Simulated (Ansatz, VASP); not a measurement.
CO2: VASP beside Ansatz

INCAR

```
  PREC = Accurate
  ENCUT = 520
  EDIFF = 1E-7
  ISMEAR = 0
  SIGMA = 0.05
  LREAL = False
  LASPH = True
  NELM = 60
  ALGO = Normal
  ISIF = 2
  LWAVE = False
  LCHARG = False
  GGA = PE
  NBANDS = 44
```

KPOINTS

```
regular mesh
0
Gamma
  4 4 4
```

File POSCAR:

```
CO2
1.0
    6.0577362522      0.0000000000     -0.4543302189
    0.0000000000      6.0577362522      0.0000000000
   -0.4543302189      0.0000000000      6.1788909772
C O
4 8
Direct
    0.0000000000      0.0000000000      0.0000000000
    0.5000000000      0.0000000000      0.5000000000
    0.5000000000      0.5000000000      0.0000000000
    0.0000000000      0.5000000000      0.5000000000
    0.1114834447      0.1114834447      0.1114834447
    0.3885165553      0.8885165553      0.6114834447
    0.6114834447      0.3885165553      0.8885165553
    0.8885165553      0.6114834447      0.3885165553
    0.8885165553      0.8885165553      0.8885165553
    0.6114834447      0.1114834447      0.3885165553
    0.3885165553      0.6114834447      0.1114834447
    0.1114834447      0.3885165553      0.6114834447
```

Input for Ansatz:

```yaml
crystal:
  lattice:
    - [6.0577362522, 0.0, -0.4543302189]
    - [0.0, 6.0577362522, 0.0]
    - [-0.4543302189, 0.0, 6.1788909772]
  atoms:
    - { symbol: C, position: [0.0, 0.0, 0.0] }
    - { symbol: C, position: [0.5, 0.0, 0.5] }
    - { symbol: C, position: [0.5, 0.5, 0.0] }
    - { symbol: C, position: [0.0, 0.5, 0.5] }
    - { symbol: O, position: [0.1114834447, 0.1114834447, 0.1114834447] }
    - { symbol: O, position: [0.3885165553, 0.8885165553, 0.6114834447] }
    - { symbol: O, position: [0.6114834447, 0.3885165553, 0.8885165553] }
    - { symbol: O, position: [0.8885165553, 0.6114834447, 0.3885165553] }
    - { symbol: O, position: [0.8885165553, 0.8885165553, 0.8885165553] }
    - { symbol: O, position: [0.6114834447, 0.1114834447, 0.3885165553] }
    - { symbol: O, position: [0.3885165553, 0.6114834447, 0.1114834447] }
    - { symbol: O, position: [0.1114834447, 0.3885165553, 0.6114834447] }
basis:
  ecutwfc: 520.0
kpoints:
  mp_grid: { grid: [4, 4, 4] }
hamiltonian:
  xc: pbe
scf:
  occupations: { method: gaussian, width: 0.05 }
output:
  forces: true
  stress: true
  eigenvalues: true
```

Change from the starting cell: engineering shear strain xz -0.1500, normal strain along z +0.0200.

Alike in both runs: task single point; functional PBE; k mesh 4 × 4 × 4; occupations gaussian, width 0.05 eV; no spin polarisation.

|  | VASP | Ansatz |
| --- | --- | --- |
| version | VASP 6.6.1 | Ansatz 0.2.0 |
| potentials or method | VASP PAW PBE potentials, release 64 (C, O), cutoff 520 eV | scalar-relativistic, plane waves, PAW |
| valence electrons in the cell | 64 | 64 |

Ansatz gave:

```
gap on the k mesh at the Fermi level (eV)                     : 6.43
least direct gap on the mesh (eV)                             : 6.43
pressure (GPa)                                                : 0.1
traceless stress, the component that is largest in VASP (GPa) : 13.18
rms of the force components (eV/Å)                            : 2.726
```

Estimate VASP's values.

gap on the k mesh at the Fermi level (eV): 6.41; least direct gap on the mesh (eV): 6.41; pressure (GPa): 1.3; traceless stress, the component that is largest in VASP (GPa): 13.61; rms of the force components (eV/Å): 2.881.

Atom by atom the forces differ by 0.337 eV/Å (rms over components).

Noted on VASP's run: the standard files for N, O and F lose accuracy on very short bonds.
